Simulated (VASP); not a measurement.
# MgS (P1) in VASP: relaxation of cell and atoms with PBE+D3(BJ)

Aim: the relaxation of cell and atoms of MgS with PBE+D3(BJ).

All numbers are computed with VASP 6.6.1; they aren't measurements. Logs are shortened: lines on timing, memory, paths and dates and some standing lists are left out, and cuts for length are marked.

## (1) The cell of the first run

The typed cell holds 8 atoms: a = 3.932 Å, b = 3.963 Å, c = 12.863 Å, α = 90.30°, β = 89.61°, γ = 120.55°.

## (2) Relaxation of cell and atoms, PBE+D3(BJ)

File INCAR:

```
PREC = Accurate ; ENCUT = 600
EDIFF = 1E-6 ; ISMEAR = 0
SIGMA = 0.1 ; LREAL = F
LASPH = T ; NELM = 80
ALGO = Normal ; ISIF = 3
LWAVE = F ; LCHARG = F
GGA = PE ; IVDW = 12
IBRION = 2 ; NSW = 80
EDIFFG = -0.025
```

File KPOINTS:

```
regular mesh
0
Gamma
  6 6 1
```

File POSCAR:

```
MgS
1.0
    3.9315220506     -0.0281373805      0.0135589580
   -1.9901287115      3.4270742878     -0.0104723867
    0.0438636561     -0.0137948296     12.8631462635
Mg S
4 4
Direct
    0.6656195870      0.3338544927      0.0375686158
    0.0075430241      0.0113089583      0.2853850962
   -0.0156790055     -0.0052689392      0.7851582159
    0.3141321020      0.6482023345      0.5385550610
    0.6733015786      0.3339957790      0.2310624653
    0.0151687250      0.0086415129      0.9778316842
   -0.0052406181     -0.0190897752      0.4719880660
    0.3451546069      0.6883556370      0.7303788758
```

Potentials or basis: VASP PAW PBE potentials, release 64 (Mg, S).

Started as:

```sh
> cat potpaw_PBE.64/Mg/POTCAR potpaw_PBE.64/S/POTCAR > POTCAR
> mpirun -np 1 vasp_std > vasp.out
```

OUTCAR:

```text
PREC = Accurate
   ENCUT = 600
   EDIFF = 1E-6
   ISMEAR = 0
   LREAL = F
   LASPH = T
   NELM = 80
   ISIF = 3
   GGA = PE
   IVDW = 12
   IBRION = 2
   NSW = 80
   EDIFFG = -0.025
 IVDW          = 12

 ion  position               nearest neighbor table
   1  0.666  0.334  0.038-   6 2.34   6 2.43   6 2.43   5 2.49
   2  0.008  0.011  0.285-   5 2.36   5 2.36   7 2.40   5 2.41
   3  0.984  0.995  0.785-   8 2.28   8 2.39   8 2.47   6 2.48
   4  0.314  0.648  0.539-   7 2.40   7 2.43   7 2.45   8 2.47
   5  0.673  0.334  0.231-   2 2.36   2 2.36   2 2.41   1 2.49
   6  0.015  0.009  0.978-   1 2.34   1 2.43   1 2.43   3 2.48
   7  0.995  0.981  0.472-   4 2.40   2 2.40   4 2.43   4 2.45
   8  0.345  0.688  0.730-   3 2.28   3 2.39   3 2.47   4 2.47

  LATTYP: Found a triclinic cell.
 ALAT       =     3.9143057780
 B/A-ratio  =     1.7299456211
 C/A-ratio  =     3.8508521525
 COS(alpha) =     0.0015001336
 COS(beta)  =     0.2652027831
 COS(gamma) =     0.8624063695

  Lattice vectors:

 A1 = (  -1.9413933391,  -3.3989369073,  -0.0030865713)
 A2 = (  -5.8729153897,  -3.3707995268,  -0.0166455293)
 A3 = (   3.9363937669,  -6.8403537460, -12.8422014901)

Analysis of symmetry for initial positions (statically):
=====================================================================
 Subroutine PRICEL returns:
 Original cell was already a primitive cell.

 Routine SETGRP: Setting up the symmetry group for a
 triclinic supercell.

 Subroutine GETGRP returns: Found  1 space group operations
 (whereof  1 operations were pure point group operations)
 out of a pool of  2 trial point group operations.

The static configuration has the point symmetry C_1 .

Analysis of symmetry for dynamics (positions and initial velocities):
=====================================================================
 Subroutine PRICEL returns:
 Original cell was already a primitive cell.

 Routine SETGRP: Setting up the symmetry group for a
 triclinic supercell.

 Subroutine GETGRP returns: Found  1 space group operations
 (whereof  1 operations were pure point group operations)
 out of a pool of  2 trial point group operations.

The dynamic configuration has the point symmetry C_1 .

 Subroutine INISYM returns: Found  1 space group operations
 (whereof  1 operations are pure point group operations),
 and found     1 'primitive' translations

----------------------------------------------------------------------------------------

                                     Primitive cell

[... 87 lines left out ...]
 SYSTEM =  unknown system
   PREC   = accura    normal or accurate (medium, high low for compatibility)
   ISTART =      0    job   : 0-new  1-cont  2-samecut
   ICHARG =      2    charge: 1-file 2-atom 10-const
   ISPIN  =      1    spin polarized calculation?
   LNONCOLLINEAR =      F non collinear calculations
   LSORBIT =      F    spin-orbit coupling
   LASPH  =      T    aspherical Exc in radial PAW
   ENCUT  =  600.0 eV  44.10 Ry    6.64 a.u.   7.85  7.92 25.69*2*pi/ulx,y,z
   NELM   =     80;   NELMIN=  2; NELMDL= -5     # of ELM steps
   EDIFF  = 0.1E-05   stopping-criterion for ELM
   LREAL  =      F    real-space projection
   EDIFFG = -.3E-01   stopping-criterion for IOM
   NSW    =     80    number of steps for IOM
   IBRION =      2    ionic relax: 0-MD 1-quasi-New 2-CG
   NFREE  =      1    steps in history (QN), initial steepest desc. (CG)
   ISIF   =      3    stress and relaxation
   ISYM   =      2    0-nonsym 1-usesym 2-fastsym
   POTIM  = 0.5000    time-step for ionic-motion
   TEBEG  =    0.0;   TEEND  =   0.0 temperature during run
   PSTRESS=    0.0 pullay stress
   NELECT =      32.0000    total number of electrons
   NUPDOWN=      -1.0000    fix difference up-down
   EMIN   =  10.00;   EMAX   =-10.00  energy-range for DOS
   EFERMI =   0.00;   METHOD = LEGACY
   ISMEAR =     0;   SIGMA  =   0.10  broadening in eV -4-tet -1-fermi 0-gaus
   EFERMI_NEDOS =   21; number of points for ismear=-14 and -15
   IALGO  =     38    algorithm
   IMIX   =      4    mixing-type and parameters
     AMIX     =   0.40;   BMIX     =  1.00
     AMIX_MAG =   1.60;   BMIX_MAG =  1.00
  volume/ion in A,a.u.               =      21.57       145.59
  Fermi-wavevector in a.u.,A,eV,Ry     =   0.933510  1.764079 11.856681  0.871441
  Thomas-Fermi vector in A             =   2.060219
   LORBIT       =      0    0 simple, 1 ext, 2 COOP (PROOUT), +10 PAW based schemes
   GGA     = PE    functional components
   LHFCALC =     F    Hartree Fock is set to
   AEXX    =    0.0000 exact exchange contribution
   IVDW    =    12    specifies the selected vdW correction
   LEPSILON=     F    determine dielectric tensor
   LRPA    =     F    only Hartree local field effects (RPA)
 conjugate gradient relaxation of ions
 non-spin polarized calculation
 Gauss-broadening in eV      SIGMA  =   0.10
  energy-cutoff  :      600.00
  volume of cell :      172.59
 maximum number of plane-waves:      5779
   NGX = 15   NGY = 15   NGZ = 51

--------------------------------------- Ionic step        1  -------------------------------------------

 number of electron      31.9999998 magnetization

 Free energy of the ion-electron system (eV)
  ---------------------------------------------------
  ext. energy  EPLUGINS =         0.00000000
  ---------------------------------------------------
  free energy    TOTEN  =       -33.61277983 eV

  energy without entropy =      -33.61277983  energy(sigma->0) =      -33.61277983

------------------------ aborting loop because EDIFF is reached ----------------------------------------

 Edisp (eV)   -2.28807

 E8    (eV) :    -0.9202
[... 123 lines left out ...]
  FREE ENERGIE OF THE ION-ELECTRON SYSTEM (eV)
  ---------------------------------------------------
  free  energy   TOTEN  =       -36.0588059624 eV

  energy  without entropy=      -36.0588059624  energy(sigma->0) =      -36.05880596

[... ionic steps 4 to 9 ...]

--------------------------------------- Ionic step       10  -------------------------------------------

 number of electron      31.9999998 magnetization

------------------------ aborting loop because EDIFF is reached ----------------------------------------
[... 87 lines left out ...]
--------------------------------------- Ionic step       12  -------------------------------------------

 number of electron      31.9999998 magnetization

 Free energy of the ion-electron system (eV)
  ---------------------------------------------------
  ext. energy  EPLUGINS =         0.00000000
  ---------------------------------------------------
  free energy    TOTEN  =       -33.86791829 eV

  energy without entropy =      -33.86791829  energy(sigma->0) =      -33.86791829

 E-fermi :   1.7059     XC(G=0):  -8.4645

 val. band max:        1.2368617003   @ k =   0.0000   0.0000   0.0000
 cond. band min:       4.8029870254   @ k =   0.0000   0.0000   0.0000
 fundamental gap:      3.5661253251
 Fermi energy:         1.7059445385

 k-point     1 :       0.0000    0.0000    0.0000
  band No.  band energies     occupation
      1     -10.1456      2.00000
      2      -9.8143      2.00000
      3      -9.8082      2.00000
      4      -9.4164      2.00000
      5      -1.9944      2.00000
      6      -0.6866      2.00000
[... 508 lines left out ...]
  FREE ENERGIE OF THE ION-ELECTRON SYSTEM (eV)
  ---------------------------------------------------
  free  energy   TOTEN  =       -36.0813048879 eV

  energy  without entropy=      -36.0813048879  energy(sigma->0) =      -36.08130489

 reached required accuracy - stopping structural energy minimisation
```

Run time: 12 min. Hardware: 1 thread of AMD EPYC 7R43 (Zen 3), shared host; peak memory 0.34 GiB.

What came out:

* Free energy: -36.0813 eV
* Relaxed volume: 22.22 Å³/atom
* Relaxed cell: a = 3.982 Å, b = 3.991 Å, c = 12.921 Å, α = 89.96°, β = 90.11°, γ = 120.03°
* Space group after relaxing (to 0.1 Å): P2_1 (No. 4)
* Energy gained by relaxing: 22.6 meV/atom
* Ionic steps: 12
* Pressure after relaxing: 0.0 GPa
* Largest force after relaxing: 0.023 eV/Å
* Band gap on the k mesh: 3.57 eV
* Dispersion energy per atom: -0.277 eV

Forces on the atoms (eV/Å):
```
Mg  -0.008 -0.009 -0.007
Mg  -0.015 -0.010  0.000
Mg   0.000 -0.011 -0.008
Mg   0.000  0.021  0.003
S    0.008 -0.002 -0.003
S   -0.003  0.006  0.022
S    0.004  0.019 -0.001
S    0.014 -0.013 -0.006
```

The path:
| step | energy change (eV) | largest force (eV/Å) | pressure (GPa) | volume (Å³) |
| --- | --- | --- | --- | --- |
| 1 | 0.0000 | 1.1438 | 2.15 | 172.59 |
| 2 | -0.1548 | 0.3214 | -0.72 | 179.89 |
| 3 | -0.1580 | 0.3511 | -0.40 | 178.89 |
| 4 | -0.1711 | 0.1492 | -0.05 | 177.84 |
| 5 | -0.1739 | 0.1169 | 0.20 | 177.11 |
| 6 | -0.1770 | 0.0882 | 0.02 | 177.68 |
| 7 | -0.1777 | 0.0797 | -0.13 | 178.13 |
| 8 | -0.1790 | 0.0664 | -0.02 | 177.82 |
| 9 | -0.1793 | 0.0599 | 0.04 | 177.63 |
| 10 | -0.1800 | 0.0359 | 0.01 | 177.72 |
| 11 | -0.1801 | 0.0460 | -0.01 | 177.80 |
| 12 | -0.1805 | 0.0234 | 0.00 | 177.78 |

Final structure:
```
CELL_PARAMETERS angstrom
3.98155 -0.00375 -0.00391
-1.99426 3.45740 0.00129
-0.01131 -0.00207 12.92133
ATOMIC_POSITIONS crystal
Mg 0.67316 0.33811 0.03834
Mg 0.00492 0.00260 0.28758
Mg 0.99877 0.00571 0.78750
Mg 0.32439 0.65389 0.53837
S 0.67163 0.33648 0.22678
S 0.00485 0.00375 0.97619
S 0.99180 0.98817 0.47640
S 0.33047 0.67129 0.72676
```

Levels at points of the mesh, in eV from the valence-band top:
```
           k point  band 12  band 13  band 14  band 15  band 16  band 17  band 18  band 19  band 20  band 21
(0.00, 0.00, 0.00)    -0.24    -0.21    -0.05    -0.04     0.00     3.57     4.98     5.01     5.15     7.57
(0.50, 0.00, 0.00)    -0.81    -0.79    -0.76    -0.47    -0.39     4.16     4.41     5.33     5.50     6.32
(0.00, 0.50, 0.00)    -0.78    -0.77    -0.76    -0.48    -0.37     4.16     4.41     5.36     5.53     6.30
(0.50, 0.50, 0.00)    -0.80    -0.78    -0.75    -0.49    -0.38     4.18     4.40     5.35     5.51     6.34
```

Caveat: the k points lie up to 0.49 Å⁻¹ apart in the final cell.
